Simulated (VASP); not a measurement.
A run of VASP 6.6.1:

INCAR

```
SYSTEM = Si3N4
PREC = Accurate
ENCUT = 520
EDIFF = 1E-8
ISMEAR = -1
SIGMA = 0.02
LREAL = .FALSE.
LASPH = .TRUE.
NELM = 80
ALGO = Normal
ISIF = 2
LWAVE = .FALSE.
LCHARG = .FALSE.
GGA = PE
LEFG = .TRUE.
NBANDS = 45
```

File KPOINTS:

```
Automatic mesh
0
G
  4 4 9
  0 0 0
```

The input POSCAR:

```
Si3N4
1.0
    7.6272000000      0.0000000000      0.0000000000
   -3.8136000000      6.6053489597      0.0000000000
    0.0000000000      0.0000000000      2.9182000000
Si N
6 8
Direct
    0.1842000000      0.7704000000      0.2500000000
    0.4138000000      0.1842000000      0.7500000000
    0.2296000000      0.4138000000      0.2500000000
    0.8158000000      0.2296000000      0.7500000000
    0.5862000000      0.8158000000      0.2500000000
    0.7704000000      0.5862000000      0.7500000000
    0.3333333333      0.6666666667      0.2500000000
    0.6666666667      0.3333333333      0.7500000000
    0.3399000000      0.0357000000      0.2500000000
    0.3042000000      0.3399000000      0.7500000000
    0.9643000000      0.3042000000      0.2500000000
    0.6601000000      0.9643000000      0.7500000000
    0.6958000000      0.6601000000      0.2500000000
    0.0357000000      0.6958000000      0.7500000000
```

Potentials or basis: VASP PAW PBE potentials, release 64 (Si, N).

The run is started by

```sh
$ cat potpaw_PBE.64/Si/POTCAR potpaw_PBE.64/N/POTCAR > POTCAR
$ mpirun -np 1 vasp_std > vasp.out
```

Hardware: 1 thread of AMD EPYC 7R13, with other jobs on the host.

Problem. Estimate the wall time of this run.

Solution. Wall time 11 min on 1 thread of AMD EPYC 7R13 (shared host), peak memory 0.28 GiB. Counts: scf iterations 19, k points 20.
